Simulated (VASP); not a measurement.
Set up this calculation in VASP 6.6.1, as the native input.

| Property | Result |
| --- | --- |
| Task | single point |
| Functional | PBE |
| Potentials or basis | VASP PAW PBE potentials, release 64 (Cd, Te) |
| Cutoff | 520 eV |
| k mesh | 11 × 11 × 11 |
| Occupations | fermi-dirac, width 0.05 eV |
| Spin | no spin polarisation |
| Dipole correction | no |
| Further INCAR settings | ALGO = Normal; EDIFF = 1e-06; NBANDS = 16 |

The structure of CdTe (CsCl type) lies in POSCAR:

```
CdTe
1.0
    3.3930460029      0.0000000000      0.0000000000
    0.0000000000      3.3930460029      0.0000000000
    0.0000000000      0.0000000000      3.3930460029
Cd Te
1 1
Direct
    0.0000000000      0.0000000000      0.0000000000
    0.5000000000      0.5000000000      0.5000000000
```

This cell differs from its parent crystal: volume scaled by 0.72.

These files were run (other wordings do the same):

INCAR

```
PREC = Accurate ; ENCUT = 520
EDIFF = 1E-6 ; ISMEAR = -1
SIGMA = 0.05 ; LREAL = F
LASPH = T ; NELM = 60
ALGO = Normal ; ISIF = 2
LWAVE = F ; LCHARG = F
GGA = PE ; NBANDS = 16
```

KPOINTS

```
Automatic mesh
0
Gamma
  11 11 11
```

Potentials or basis: VASP PAW PBE potentials, release 64 (Cd, Te).

Launch:

```sh
$ cat potpaw_PBE.64/Cd/POTCAR potpaw_PBE.64/Te/POTCAR > POTCAR
$ mpirun -np 1 vasp_std > vasp.out
```

Results of the run:

```json
{
 "Pressure": "33.9 GPa",
 "Band gap on the k mesh": "zero (band 9 reaches 9.68 eV, above the bottom of band 10 at 7.15 eV)"
}
```

Caveat: spin-orbit coupling is left out, which moves the levels of the heavy elements.

Run time: 23 s on 1 thread of Intel(R) Xeon(R) Platinum 8259CL CPU @ 2.50GHz (Skylake/Cascade Lake) (shared host), peak memory 0.18 GiB.
